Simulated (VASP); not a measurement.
# Al in VASP: single point with LDA

Aim: the single point of Al with LDA.

Program: VASP 6.6.1. These are calculated values, not measurements. Logs are shortened: lines on timing, memory, paths and dates and some standing lists are left out, and cuts for length are marked.

## (1) The cell of the first run

The cell holds a slab with vacuum, 4 atoms: a = 2.950 Å, b = 2.950 Å, c = 25.811 Å, α = 90.00°, β = 90.00°, γ = 90.00°.

## (2) Single point, LDA

INCAR reads:

```
SYSTEM = Al
PREC = Accurate ; ENCUT = 400
EDIFF = 1E-6 ; ISMEAR = 1
SIGMA = 0.1 ; LREAL = .FALSE.
LASPH = .TRUE. ; NELM = 120
ALGO = Normal ; ISIF = 2
LWAVE = .FALSE. ; LCHARG = .TRUE.
LDIPOL = .TRUE. ; IDIPOL = 3
DIPOL = 0.5 0.5 0.662 ; LELF = .TRUE.
LVHAR = .TRUE. ; LVACPOTAV = .TRUE.
NBANDS = 14 ; GGA_COMPAT = .FALSE.
NELMDL = -8
```

KPOINTS reads:

```
Automatic mesh
0
G
  12 12 1
  0 0 0
```

POSCAR reads:

```
Al
1.0
    2.9498908376      0.0000000000      0.0000000000
    0.0000000000      2.9498908376      0.0000000000
    0.0000000000      0.0000000000     25.8108499968
Al
4
Direct
    0.0000000000      0.0000000000      0.5503853511
    0.5000000000      0.5000000000      0.6243745835
    0.0000000000      0.0000000000      0.6982292360
    0.5000000000      0.5000000000      0.7735308419
```

Potentials or basis: VASP PAW LDA potentials, release 64 (Al).

Started as:

```sh
> cat potpaw_LDA.64/Al/POTCAR > POTCAR
> mpirun -np 1 vasp_std > vasp.out
```

OUTCAR:

```text
SYSTEM = Al
   PREC = Accurate
   ENCUT = 400
   EDIFF = 1E-6
   ISMEAR = 1
   LREAL = .FALSE.
   LASPH = .TRUE.
   NELM = 120
   ISIF = 2
   NELMDL = -8

 ion  position               nearest neighbor table
   1  0.000  0.000  0.550-   2 2.83   2 2.83   2 2.83   2 2.83
   2  0.500  0.500  0.624-   3 2.83   3 2.83   3 2.83   3 2.83   1 2.83   1 2.83   1 2.83   1 2.83

   3  0.000  0.000  0.698-   2 2.83   2 2.83   2 2.83   2 2.83   4 2.85   4 2.85   4 2.85   4 2.85

   4  0.500  0.500  0.774-   3 2.85   3 2.85   3 2.85   3 2.85

  LATTYP: Found a simple tetragonal cell.
 ALAT       =     2.9498908376
 C/A-ratio  =     8.7497644549

  Lattice vectors:

 A1 = (   2.9498908376,   0.0000000000,   0.0000000000)
 A2 = (   0.0000000000,   2.9498908376,   0.0000000000)
 A3 = (   0.0000000000,   0.0000000000,  25.8108499968)

Analysis of symmetry for initial positions (statically):
=====================================================================
 Subroutine PRICEL returns:
 Original cell was already a primitive cell.

 Routine SETGRP: Setting up the symmetry group for a
 simple tetragonal supercell.

 Subroutine GETGRP returns: Found  8 space group operations
 (whereof  8 operations were pure point group operations)
 out of a pool of 16 trial point group operations.

The static configuration has the point symmetry C_4v.

Analysis of symmetry for dynamics (positions and initial velocities):
=====================================================================
 Subroutine PRICEL returns:
 Original cell was already a primitive cell.

 Routine SETGRP: Setting up the symmetry group for a
 simple tetragonal supercell.

 Subroutine GETGRP returns: Found  8 space group operations
 (whereof  8 operations were pure point group operations)
 out of a pool of 16 trial point group operations.

The dynamic configuration has the point symmetry C_4v.

 Subroutine INISYM returns: Found  8 space group operations
 (whereof  8 operations are pure point group operations),
 and found     1 'primitive' translations

----------------------------------------------------------------------------------------

                                     Primitive cell

  volume of cell :     224.6023

  direct lattice vectors                    reciprocal lattice vectors
     2.949890838  0.000000000  0.000000000     0.338995595  0.000000000  0.000000000
     0.000000000  2.949890838  0.000000000     0.000000000  0.338995595  0.000000000
     0.000000000  0.000000000 25.810849997     0.000000000  0.000000000  0.038743397

  length of vectors
     2.949890838  2.949890838 25.810849997     0.338995595  0.338995595  0.038743397

  position of ions in fractional coordinates (direct lattice)
     0.000000000  0.000000000  0.550385351
     0.500000000  0.500000000  0.624374583
     0.000000000  0.000000000  0.698229236
     0.500000000  0.500000000  0.773530842

  ion indices of the primitive-cell ions
   primitive index   ion index
                 1           1
                 2           2
                 3           3
                 4           4

----------------------------------------------------------------------------------------

 KPOINTS: Automatic mesh

Automatic generation of k-mesh.
 Grid dimensions read from file:
 generate k-points for:   12   12    1

 Generating k-lattice:

  Cartesian coordinates                     Fractional coordinates (reciprocal lattice)
     0.028249633  0.000000000  0.000000000     0.083333333  0.000000000  0.000000000
     0.000000000  0.028249633  0.000000000     0.000000000  0.083333333  0.000000000
     0.000000000  0.000000000  0.038743397     0.000000000  0.000000000  1.000000000

  Length of vectors
     0.028249633  0.028249633  0.038743397

  Shift w.r.t. Gamma in fractional coordinates (k-lattice)
     0.000000000  0.000000000  0.000000000

 Subroutine IBZKPT returns following result:
 ===========================================

 Found     28 irreducible k-points:

 Following reciprocal coordinates:
            Coordinates               Weight
  0.000000  0.000000  0.000000      1.000000
  0.083333  0.000000  0.000000      4.000000
  0.166667  0.000000  0.000000      4.000000
  0.250000  0.000000  0.000000      4.000000
  0.333333  0.000000  0.000000      4.000000
  0.416667  0.000000  0.000000      4.000000
[... 16 lines left out ...]
  0.333333  0.333333  0.000000      4.000000
  0.416667  0.333333  0.000000      8.000000
 [... further k-points ...]
   k-points           NKPTS =     28   k-points in BZ     NKDIM =     28   number of bands    NBANDS=     14
   number of dos      NEDOS =    301   number of ions     NIONS =      4
   total plane-waves  NPLWV =  67200
   dimension x,y,z NGX =    20 NGY =   20 NGZ =  168
   dimension x,y,z NGXF=    40 NGYF=   40 NGZF=  336
   ions per type =               4
   NGX,Y,Z   is equivalent  to a cutoff of  11.27, 11.27, 10.82 a.u.
   NGXF,Y,Z  is equivalent  to a cutoff of  22.54, 22.54, 21.64 a.u.
 SYSTEM =  Al
   PREC   = accura    normal or accurate (medium, high low for compatibility)
   ISTART =      0    job   : 0-new  1-cont  2-samecut
   ICHARG =      2    charge: 1-file 2-atom 10-const
   ISPIN  =      1    spin polarized calculation?
   LNONCOLLINEAR =      F non collinear calculations
   LSORBIT =      F    spin-orbit coupling
   LASPH  =      T    aspherical Exc in radial PAW
   ENCUT  =  400.0 eV  29.40 Ry    5.42 a.u.   4.81  4.81 42.09*2*pi/ulx,y,z
   NELM   =    120;   NELMIN=  2; NELMDL= -8     # of ELM steps
   EDIFF  = 0.1E-05   stopping-criterion for ELM
   LREAL  =      F    real-space projection
   EDIFFG = 0.1E-04   stopping-criterion for IOM
   NSW    =      0    number of steps for IOM
   IBRION =     -1    ionic relax: 0-MD 1-quasi-New 2-CG
   NFREE  =      0    steps in history (QN), initial steepest desc. (CG)
   ISIF   =      2    stress and relaxation
   ISYM   =      2    0-nonsym 1-usesym 2-fastsym
   POTIM  = 0.5000    time-step for ionic-motion
   TEBEG  =    0.0;   TEEND  =   0.0 temperature during run
   PSTRESS=    0.0 pullay stress
   NELECT =      12.0000    total number of electrons
   NUPDOWN=      -1.0000    fix difference up-down
   EMIN   =  10.00;   EMAX   =-10.00  energy-range for DOS
   EFERMI =   0.00;   METHOD = LEGACY
   ISMEAR =     1;   SIGMA  =   0.10  broadening in eV -4-tet -1-fermi 0-gaus
   EFERMI_NEDOS =   21; number of points for ismear=-14 and -15
   IALGO  =     38    algorithm
   IMIX   =      4    mixing-type and parameters
     AMIX     =   0.40;   BMIX     =  1.00
     AMIX_MAG =   1.60;   BMIX_MAG =  1.00
  volume/ion in A,a.u.               =      56.15       378.92
  Fermi-wavevector in a.u.,A,eV,Ry     =   0.616591  1.165188  5.172724  0.380184
  Thomas-Fermi vector in A             =   1.674374
   LORBIT       =      0    0 simple, 1 ext, 2 COOP (PROOUT), +10 PAW based schemes
   GGA     = CA    functional components
   LHFCALC =     F    Hartree Fock is set to
   AEXX    =    0.0000 exact exchange contribution
   IVDW    =     0    specifies the selected vdW correction
   LEPSILON=     F    determine dielectric tensor
   LRPA    =     F    only Hartree local field effects (RPA)
 non-spin polarized calculation
 Methfessel and Paxton  Order N= 1 SIGMA  =   0.10
  energy-cutoff  :      400.00
  volume of cell :      224.60
 maximum number of plane-waves:      4108
 NGX is ok and might be reduce to    20
   NGX =  9   NGY =  9   NGZ = 85

 dipolmoment           0.000000      0.000000      0.001339 electrons x Angstroem

 number of electron      12.0000000 magnetization

 dipolmoment           0.000000      0.000000     -0.000397 electrons x Angstroem

 Free energy of the ion-electron system (eV)
  ---------------------------------------------------
  ext. energy  EPLUGINS =         0.00000000
  ---------------------------------------------------
  free energy    TOTEN  =       -15.41386991 eV

  energy without entropy =      -15.41199409  energy(sigma->0) =      -15.41324464

 E-fermi :  -0.8460     XC(G=0):  -3.9005

 val. band max:       -0.8652474691   @ k =   0.4167   0.4167   0.0000
 cond. band min:      -0.8146873592   @ k =   0.5000   0.4167   0.0000
 fundamental gap:      0.0505601098
 Fermi energy:        -0.8460489812

 k-point     1 :       0.0000    0.0000    0.0000
  band No.  band energies     occupation
      1     -11.4053      2.00000
      2      -9.8841      2.00000
      3      -7.5605      2.00000
      4      -4.5798      2.00000
      5      -2.2462      2.00000
      6       1.2589      0.00000
      7       2.9534      0.00000
      8       3.7967      0.00000
      9       3.8383      0.00000
     10       4.0498      0.00000
     11       4.0498      0.00000
     12       4.2789      0.00000
     13       5.0594      0.00000
     14       5.1637      0.00000

 k-point     2 :       0.0833    0.0000    0.0000
  band No.  band energies     occupation
      1     -11.2879      2.00000
      2      -9.7677      2.00000
      3      -7.4456      2.00000
      4      -4.4660      2.00000
      5      -2.1382      2.00000
      6       1.3506      0.00000
      7       2.0745      0.00000
      8       3.0685      0.00000
      9       3.4616      0.00000
     10       3.9145      0.00000
     11       3.9589      0.00000
     12       4.1511      0.00000
     13       5.1628      0.00000
     14       5.2822      0.00000

 k-point     3 :       0.1667    0.0000    0.0000
  band No.  band energies     occupation
      1     -10.9361      2.00000
      2      -9.4191      2.00000
      3      -7.1013      2.00000
      4      -4.1259      2.00000
      5      -1.8170      2.00000
      6      -0.1486     -0.00000
      7       1.3036      0.00000
      8       1.7291      0.00000
      9       3.4247      0.00000
     10       3.5129      0.00000
     11       4.2798      0.00000
     12       4.3164      0.00000
     13       4.4550      0.00000
     14       5.5233      0.00000

 k-point     4 :       0.2500    0.0000    0.0000
  band No.  band energies     occupation
      1     -10.3517      2.00000
      2      -8.8402      2.00000
      3      -6.5299      2.00000
      4      -3.5641      2.00000
      5      -2.1968      2.00000
      6      -1.3247      2.00000
      7      -0.6872     -0.04716
      8       1.4621      0.00000
      9       2.3477      0.00000
     10       4.0096      0.00000
     11       4.4733      0.00000
     12       4.8514      0.00000
     13       4.9168      0.00000
     14       4.9618      0.00000

 k-point     5 :       0.3333    0.0000    0.0000
  band No.  band energies     occupation
      1      -9.5376      2.00000
      2      -8.0338      2.00000
      3      -5.7351      2.00000
      4      -4.0744      2.00000
      5      -2.7967      2.00000
      6      -2.6225      2.00000
      7      -0.5183     -0.00004
      8      -0.3245     -0.00000
      9       2.7080      0.00000
     10       3.0691      0.00000
     11       4.8293      0.00000
[... 276 lines left out ...]
 k-point    22 :       0.5000    0.2500    0.0000
  band No.  band energies     occupation
      1      -6.2267      2.00000
      2      -6.2144      2.00000
      3      -4.7435      2.00000
      4      -4.7348      2.00000
      5      -2.5075      2.00000
      6      -2.4924      2.00000
      7       0.4162     -0.00000
      8       0.4257     -0.00000
      9       1.8809      0.00000
     10       1.9015      0.00000
     11       2.7063      0.00000
     12       2.7287      0.00000
     13       3.4202      0.00000
     14       3.4465      0.00000

 k-point    23 :       0.3333    0.3333    0.0000
  band No.  band energies     occupation
      1      -7.6953      2.00000
      2      -6.2077      2.00000
      3      -3.9320      2.00000
      4      -2.8072      2.00000
      5      -1.6503      2.00000
      6      -1.3923      2.00000
      7      -1.0262      2.02872
      8      -0.2008     -0.00000
      9       0.7935     -0.00000
     10       1.2392      0.00000
     11       2.1687      0.00000
     12       3.1014      0.00000
     13       3.7131      0.00000
     14       4.4406      0.00000

 k-point    24 :       0.4167    0.3333    0.0000
  band No.  band energies     occupation
      1      -6.6723      2.00000
      2      -5.1967      2.00000
      3      -4.0202      2.00000
      4      -2.9391      2.00000
      5      -2.5720      2.00000
      6      -1.1085      2.00130
      7      -0.4865     -0.00000
      8       0.1020     -0.00000
      9       0.3245     -0.00000
     10       1.4804      0.00000
     11       1.9580      0.00000
     12       2.6221      0.00000
     13       2.8583      0.00000
     14       2.8886      0.00000

 [... further k-points ...]
[... 5 lines left out ...]
  --------------------------------------------------------------------------------------
  -------------------------------------------------------------------------------------
  Total       -3.8641691     -3.8641691      0.4748071      0.0000000      0.0000000      0.0000000
  in kB      -27.5646517    -27.5646517      3.3869876      0.0000000      0.0000000      0.0000000
  external PRESSURE =     -17.2474386 kB  Pullay stress =       0.0000000 kB

 VOLUME and BASIS-vectors are now :
 -----------------------------------------------------------------------------
  energy-cutoff  :      400.00
  volume of cell :      224.60
      direct lattice vectors                 reciprocal lattice vectors
     2.949890838  0.000000000  0.000000000     0.338995595  0.000000000  0.000000000
     0.000000000  2.949890838  0.000000000     0.000000000  0.338995595  0.000000000
     0.000000000  0.000000000 25.810849997     0.000000000  0.000000000  0.038743397

 POSITION                                       TOTAL-FORCE (eV/Angst)
 -----------------------------------------------------------------------------------
      0.00000      0.00000     14.20591        -0.000000      0.000000     -0.140882
      1.47495      1.47495     16.11564         0.000000     -0.000000      0.097466
      0.00000      0.00000     18.02189         0.000000      0.000000     -0.023715
      1.47495      1.47495     19.96549         0.000000      0.000000      0.067131
 -----------------------------------------------------------------------------------
    total drift:                               -0.000000     -0.000000      0.000026

  FREE ENERGIE OF THE ION-ELECTRON SYSTEM (eV)
  ---------------------------------------------------
  free  energy   TOTEN  =       -15.4138699139 eV

  energy  without entropy=      -15.4119940889  energy(sigma->0) =      -15.41324464

 vacuum level on the upper side and lower side of the slab         3.722         3.730
```

Run time: 61 s. Hardware: 1 thread of Intel Xeon 6975P-C, shared host; peak memory 0.21 GiB.

Results:

```yaml
Free_energy: -15.4139 eV
Largest_force: 0.141 eV/Å
Band_gap_on_the_k_mesh: zero (band 6 reaches 1.46 eV, above the bottom of band 7 at -1.53 eV)
```

Forces in eV/Å, atoms in the order of the input:
```
Al   0.000  0.000 -0.141
Al   0.000  0.000  0.097
Al   0.000  0.000 -0.024
Al   0.000  0.000  0.067
```
